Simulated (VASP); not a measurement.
# Cu: single point with PBEsol

Crystal: Cu.

```
Cu
1.0
     0.00000    1.75327    1.80750
     1.75327    0.00000    1.80750
     1.75327    1.75327    0.00000
Cu
1
Cartesian
  0.0000 0.0000 0.0000
```

This cell differs from its parent crystal: strain -0.030 along x and y, +0.000 along z.

* Program: VASP 6.6.1
* Task: single point
* Functional: PBEsol
* Potentials or basis: VASP PAW PBE potentials, release 64 (Cu)
* Cutoff: 520 eV
* k mesh: 22 × 22 × 22
* Occupations: gaussian, width 0.15 eV
* Spin: no spin polarisation

```json
{
 "Pressure": "3.8 GPa"
}
```

Stress tensor (GPa, compression positive):
```
4.61 0.00 0.00
0.00 4.61 0.00
0.00 0.00 2.32
```

Levels at points of the mesh, in eV from the Fermi level:
```
           k point  band 2  band 3  band 4  band 5  band 6  band 7  band 8  band 9  band 10  band 11
(0.00, 0.00, 0.00)   -3.33   -3.16   -3.16   -2.39   -2.23   23.09   26.05   26.23    26.23    28.68
(0.50, 0.00, 0.00)   -3.34   -3.17   -1.72   -1.65   -1.22    4.06   21.22   22.79    23.51    25.46
(0.50, 0.50, 0.00)   -4.75   -1.69   -1.54   -1.54    0.97    6.99   14.01   14.01    18.61    21.73
(0.50, 0.00, 0.50)   -4.76   -1.71   -1.58   -1.47    1.64    7.81   13.25   13.29    17.99    21.05
```

It took 69 s on 1 thread of Intel Xeon 6975P-C, on a shared host, peak memory 0.22 GiB.

Caveat: the cell differs from its parent crystal (strain -0.030 along x and y, +0.000 along z); the PAW data sets were made with another functional, which shifts forces and pressure a little.
